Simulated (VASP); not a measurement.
# HC6 in VASP: notebook, part 2 of 2

VASP 6.6.1. The steps go on from the part before.

## (5) Single point, LDA

File INCAR:

```
SYSTEM = HC6
PREC     = Accurate       ! precision mode
ENCUT    = 520            ! plane-wave cutoff, eV
EDIFF    = 1E-7           ! SCF threshold, eV
ISMEAR   = 0              ! smearing method
SIGMA    = 0.1            ! smearing width, eV
LREAL    = .False.        ! projectors in reciprocal space
LASPH    = .True.         ! aspherical terms in the spheres
NELM     = 100            ! most SCF steps
ALGO     = Normal         ! electronic algorithm
ISIF     = 2              ! what is computed and relaxed
LWAVE    = .False.        ! write WAVECAR
LCHARG   = .True.         ! write CHGCAR
LDIPOL   = .True.       
IDIPOL   = 3            
DIPOL    = 0.5 0.5 0.309
LELF     = .True.         ! ELF
LVHAR    = .True.       
LVACPOTAV= .True.       
NBANDS   = 38             ! bands
```

File KPOINTS:

```
regular mesh
0
Gamma
  6 3 1
  0 0 0
```

File POSCAR:

```
HC6
1.0
    4.8889075235      0.0000000000      0.0000000000
   -1.2222268809      8.7842777898      0.0000000000
    0.0000000000      0.0000000000     22.7472999250
C H
12 2
Direct
    0.0193593843      0.0774375370      0.1758450459
    0.5193593842      0.0774375370      0.1758450459
    0.2741992303      0.0967969212      0.2059521363
    0.7741992303      0.0967969212      0.2059521363
    0.2838789224      0.1355156897      0.2661663168
    0.7838789224      0.1355156897      0.2661663168
    0.0386178296      0.1544718076      0.2954947895
    0.5386178296      0.1544718076      0.2954947895
    0.0488209147      0.1952857701      0.3583563417
    0.5488209147      0.1952857701      0.3583563417
    0.3031079910      0.2124325380      0.3845423393
    0.8031079910      0.2124325380      0.3845423393
    0.0488209147      0.1110024814      0.4746629253
    0.0488209147      0.2795690587      0.4746629253
```

Potentials or basis: VASP PAW LDA potentials, release 64 (C, H).

Run with:

```sh
> cat potpaw_LDA.64/C/POTCAR potpaw_LDA.64/H/POTCAR > POTCAR
> mpirun -np 1 vasp_std > vasp.out
```

OUTCAR:

```text
SYSTEM = HC6
   PREC = Accurate
   ENCUT = 520
   EDIFF = 1E-7
   ISMEAR = 0
   LREAL = .False.
   LASPH = .True.
   NELM = 100
   ISIF = 2

 ion  position               nearest neighbor table
   1  0.019  0.077  0.176-   3 1.41   4 1.41
   2  0.519  0.077  0.176-   3 1.41   4 1.41
   3  0.274  0.097  0.206-   5 1.41   1 1.41   2 1.41
   4  0.774  0.097  0.206-   6 1.41   2 1.41   1 1.41
   5  0.284  0.136  0.266-   8 1.40   7 1.40   3 1.41
   6  0.784  0.136  0.266-   7 1.40   8 1.40   4 1.41
   7  0.039  0.154  0.295-   6 1.40   5 1.40   9 1.47
   8  0.539  0.154  0.295-   5 1.40   6 1.40  10 1.47
   9  0.049  0.195  0.358-  12 1.37  11 1.37   7 1.47
  10  0.549  0.195  0.358-  11 1.37  12 1.37   8 1.47
  11  0.303  0.212  0.385-  10 1.37   9 1.37
  12  0.803  0.212  0.385-   9 1.37  10 1.37
  13  0.049  0.111  0.475-
  14  0.049  0.280  0.475-

  LATTYP: Found a simple monoclinic cell.
 ALAT       =     4.8889075235
 B/A-ratio  =     4.6528390680
 C/A-ratio  =     1.8140861245
 COS(beta)  =    -0.1378104361

  Lattice vectors:

 A1 = (   4.8889075235,   0.0000000000,   0.0000000000)
 A2 = (   0.0000000000,   0.0000000000, -22.7472999250)
 A3 = (  -1.2222268809,   8.7842777898,   0.0000000000)

Analysis of symmetry for initial positions (statically):
=====================================================================
 Subroutine PRICEL returns:
 Original cell was already a primitive cell.

 Routine SETGRP: Setting up the symmetry group for a
 simple monoclinic supercell.

 Subroutine GETGRP returns: Found  1 space group operations
 (whereof  1 operations were pure point group operations)
 out of a pool of  4 trial point group operations.

The static configuration has the point symmetry C_1 .

Analysis of symmetry for dynamics (positions and initial velocities):
[... 157 lines left out ...]

 dipolmoment           0.000000      0.000000      0.235400 electrons x Angstroem

 number of electron      49.9999997 magnetization

 dipolmoment           0.000000      0.000000     -0.346358 electrons x Angstroem

 Free energy of the ion-electron system (eV)
  ---------------------------------------------------
  ext. energy  EPLUGINS =         0.00000000
  ---------------------------------------------------
  free energy    TOTEN  =      -111.62769114 eV

  energy without entropy =     -111.56522453  energy(sigma->0) =     -111.59645783

 E-fermi :  -4.4300     XC(G=0):  -2.0172

 val. band max:       -4.4493784515   @ k =   0.5000   0.3333   0.0000
 cond. band min:      -4.3985160619   @ k =   0.3333  -0.0000   0.0000
 fundamental gap:      0.0508623896
 Fermi energy:        -4.4299771987

 k-point     1 :       0.0000    0.0000    0.0000
  band No.  band energies     occupation
      1     -23.2562      2.00000
      2     -21.5517      2.00000
      3     -19.0897      2.00000
      4     -19.0120      2.00000
      5     -19.0115      2.00000
      6     -17.4522      2.00000
[... 389 lines left out ...]
     36       1.2999      0.00000
     37       1.5418      0.00000
 [bands above 37 left out]

------------------------ aborting loop because EDIFF is reached ----------------------------------------

  FORCE on cell =-STRESS in cart. coord.  units (eV):
  Direction    XX          YY          ZZ          XY          YZ          ZX
  --------------------------------------------------------------------------------------
  -------------------------------------------------------------------------------------
  Total        0.5192248     -5.2036371      0.4750385      0.2370080      0.4957993     -0.1313537
  in kB        0.8515659     -8.5343381      0.7790972      0.3887101      0.8131464     -0.2154294
  external PRESSURE =      -2.3012250 kB  Pullay stress =       0.0000000 kB

 VOLUME and BASIS-vectors are now :
 -----------------------------------------------------------------------------
  energy-cutoff  :      520.00
  volume of cell :      976.89
      direct lattice vectors                 reciprocal lattice vectors
     4.888907524  0.000000000  0.000000000     0.204544675  0.028459938  0.000000000
    -1.222226881  8.784277790  0.000000000     0.000000000  0.113839751  0.000000000
     0.000000000  0.000000000 22.747299925     0.000000000  0.000000000  0.043961261

 POSITION                                       TOTAL-FORCE (eV/Angst)
 -----------------------------------------------------------------------------------
      0.00000      0.68023      4.00000        -0.015407      0.371201      1.605565
      2.44445      0.68023      4.00000         0.015689      0.432920      1.521596
      1.22223      0.85029      4.68486         0.055168     -0.792655     -3.076784
      3.66668      0.85029      4.68486        -0.055953     -0.798232     -3.074232
      1.22223      1.19041      6.05457         0.152306      0.303313      1.277192
      3.66668      1.19041      6.05457        -0.151663      0.325278      1.301303
     -0.00000      1.35692      6.72171         0.010968      0.244602      0.416199
      2.44445      1.35692      6.72171        -0.006121      0.052392      0.113017
     -0.00000      1.71544      8.15164        -0.004526      0.038319      0.152771
      2.44445      1.71544      8.15164         0.002348     -0.204400     -0.916720
      1.22223      1.86607      8.74730         0.336831     -0.179832      0.738285
      3.66668      1.86607      8.74730        -0.279888      0.181297      0.914357
      0.10301      0.97508     10.79730        -0.185757      3.547005     -0.280947
     -0.10302      2.45581     10.79730         0.126006     -3.521207     -0.691602
 -----------------------------------------------------------------------------------
    total drift:                                0.000555      0.000295     -0.000280

  FREE ENERGIE OF THE ION-ELECTRON SYSTEM (eV)
  ---------------------------------------------------
  free  energy   TOTEN  =      -111.6276911356 eV

  energy  without entropy=     -111.5652245343  energy(sigma->0) =     -111.59645783

 vacuum level on the upper side and lower side of the slab         0.509         1.968
```

OSZICAR:

```text
N       E                     dE             d eps       ncg     rms          rms(c)
DAV:   1     0.422045598404E+03    0.42205E+03   -0.16181E+04   856   0.902E+02
DAV:   2    -0.173093470540E+02   -0.43935E+03   -0.40706E+03  1152   0.202E+02
DAV:   3    -0.116758661458E+03   -0.99449E+02   -0.97808E+02   970   0.105E+02
DAV:   4    -0.121202532044E+03   -0.44439E+01   -0.43899E+01   912   0.299E+01
[... 23 lines left out ...]
DAV:  28    -0.111627689319E+03   -0.21343E-05   -0.14164E-07   724   0.993E-04    0.560E-04
DAV:  29    -0.111627690281E+03   -0.96205E-06   -0.39442E-08   706   0.579E-04    0.457E-04
DAV:  30    -0.111627690953E+03   -0.67213E-06   -0.48834E-08   676   0.409E-04    0.157E-04
DAV:  31    -0.111627691084E+03   -0.13114E-06   -0.37461E-09   682   0.193E-04    0.122E-04
DAV:  32    -0.111627691136E+03   -0.51579E-07    0.79048E-10   646   0.124E-04
   1 F= -.11162769E+03 E0= -.11159646E+03  d E =-.624666E-01
```

It took 14 min on 1 thread of Intel Xeon Platinum 8488C (Sapphire Rapids), shared host; peak memory 0.79 GiB.

What came out:

```
Free energy            : -111.6277 eV
Largest force          : 3.591 eV/Å
Band gap on the k mesh : 0.05 eV (least direct gap 0.06 eV)
```

Forces in eV/Å, atoms in the order of the input:
```
C   -0.015  0.371  1.606
C    0.016  0.433  1.522
C    0.055 -0.793 -3.077
C   -0.056 -0.798 -3.074
C    0.152  0.303  1.277
C   -0.152  0.325  1.301
C    0.011  0.245  0.416
C   -0.006  0.052  0.113
C   -0.005  0.038  0.153
C    0.002 -0.204 -0.917
C    0.337 -0.180  0.738
C   -0.280  0.181  0.914
H   -0.186  3.547 -0.281
H    0.126 -3.521 -0.692
```

Levels at points of the mesh, in eV from the valence-band top:
| k point | band 22 | band 23 | band 24 | band 25 | band 26 | band 27 | band 28 | band 29 |
| --- | --- | --- | --- | --- | --- | --- | --- | --- |
| (0.00, 0.00, 0.00) | -2.27 | -0.84 | -0.22 | -0.17 | 0.17 | 0.70 | 0.85 | 1.55 |
| (0.50, 0.00, 0.00) | -1.88 | -1.83 | -0.46 | 0.00 | 0.06 | 0.29 | 1.66 | 2.86 |

## (6) Overview

| cell | gap on the mesh (eV) | largest force (eV/Å) |
| --- | --- | --- |
| as given, atomic positions A | 0.07 | 3.32 |
| as given, atomic positions B | 0.10 | 3.39 |
| as given, atomic positions C | 0.03 | 3.26 |
| as given, atomic positions D | 0.05 | 3.59 |

Alike in all rows: task single point; level LDA; potentials or basis VASP PAW LDA potentials, release 64 (C, H); no spin polarisation; k mesh 6 × 3 × 1; cutoff (eV) 520; smearing gaussian 0.1 eV.

Absolute energies hang on the potentials; compare differences alone.
